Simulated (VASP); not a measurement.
The system is Li4TmGe.

```
Li Tm Ge
1.0
     4.32894    0.00000    0.00000
    -2.16447    3.74897    0.00000
     0.00000    0.00000    6.71079
Li Tm Ge
4 1 1
Direct
  0.33333 0.66667 0.67932
  0.33333 0.66667 0.32068
  0.66667 0.33333 0.32068
  0.66667 0.33333 0.67932
  0.00000 0.00000 0.00000
  0.00000 0.00000 0.50000
```

The cell was built from a structure type or drawn by symmetry, and may not be a known phase.

* Program: VASP 6.6.1
* Task: relaxation of cell and atoms
* Functional: PBE
* Potentials or basis: VASP PAW PBE potentials, release 64 (Li_sv, Tm_3, Ge_d), 4f in core
* Cutoff: 750 eV
* k mesh: 4 × 4 × 3
* Occupations: gaussian, width 0.2 eV
* Spin: no spin polarisation

At the start: pressure -0.6 GPa; volume 18.15 Å³/atom.

**Question.** Where does the relaxation end?

**Answer.** Over 7 steps the energy falls by 50.5 meV/atom and the volume is 18.31 Å³/atom (+0.9 %); space group P6/mmm (No. 191, to 0.1 Å) before and after.

The path:
```tsv
step	energy change (eV)	largest force (eV/Å)	pressure (GPa)	volume (Å³)
1	0.0000	0.0987	-0.60	108.91
2	-0.0783	0.1772	-0.30	107.80
3	-0.1785	0.3667	0.71	105.28
4	-0.1814	0.4506	1.27	104.27
5	-0.2372	0.3689	0.76	106.10
6	-0.2692	0.2808	0.33	108.62
7	-0.3032	0.0596	-0.42	109.86
```

Final structure:
```xyz
6
Lattice="4.5904 0.0000 0.0000 -2.2952 3.9754 0.0000 0.0000 0.0000 6.0203" Properties=species:S:1:pos:R:3 pbc="T T T"
Li    0.0000    2.6502    4.2234
Li    0.0000    2.6502    1.7969
Li    2.2952    1.3251    1.7969
Li    2.2952    1.3251    4.2234
Tm   -2.2952    3.9754    0.0000
Ge   -2.2952    3.9754    3.0102
```

Caveat: the k points lie up to 0.40 Å⁻¹ apart in the final cell, too coarse for converged energies and pressures of a metal; the relaxation stopped at a loose force limit of 0.08 eV/Å, so its end isn't a converged minimum.
